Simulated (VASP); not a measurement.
Input of a VASP 6.6.1 run:

File POSCAR:

```
Au
1.0
    0.0000000000      2.0568105000      2.0568105000
    2.0568105000      0.0000000000      2.0568105000
    2.0568105000      2.0568105000      0.0000000000
Au
1
Direct
    0.0000000000      0.0000000000      0.0000000000
```

The input INCAR.step1:

```
SYSTEM = Au
  PREC = Accurate
  ENCUT = 550
  ISMEAR = -1
  SIGMA = 0.06
  LREAL = .False.
  LASPH = .True.
  NELM = 120
  NBANDS = 12
  GGA = PE
  ALGO = Normal
  EDIFF = 1E-5
  LWAVE = .True.
  LCHARG = .False.
  GGA_COMPAT = .False.
```

Contents of INCAR.step2:

```
SYSTEM = Au
  PREC = Accurate
  ENCUT = 550
  EDIFF = 1E-6
  ISMEAR = -1
  SIGMA = 0.06
  LREAL = .False.
  LASPH = .True.
  NELM = 120
  ALGO = Normal
  ISIF = 2
  LWAVE = .False.
  LCHARG = .False.
  METAGGA = R2SCAN
  LMIXTAU = .True.
  NBANDS = 12
  ISTART = 1
  GGA_COMPAT = .False.
```

The input KPOINTS:

```
regular mesh
0
Gamma
  6 6 6
  0 0 0
```

Potentials or basis: VASP PAW PBE potentials, release 64 (Au).

Launch:

```sh
$ cat potpaw_PBE.64/Au/POTCAR > POTCAR
$ cp INCAR.step1 INCAR
$ mpirun -np 1 vasp_std > vasp.out
$ cp INCAR.step2 INCAR
$ mpirun -np 1 vasp_std > vasp.out
```

**Question.** Predict the pressure.

**Answer.** 2.6 GPa.

Caveat: the k points lie up to 0.44 Å⁻¹ apart; the PAW data sets were made with another functional, which shifts forces and pressure a little.
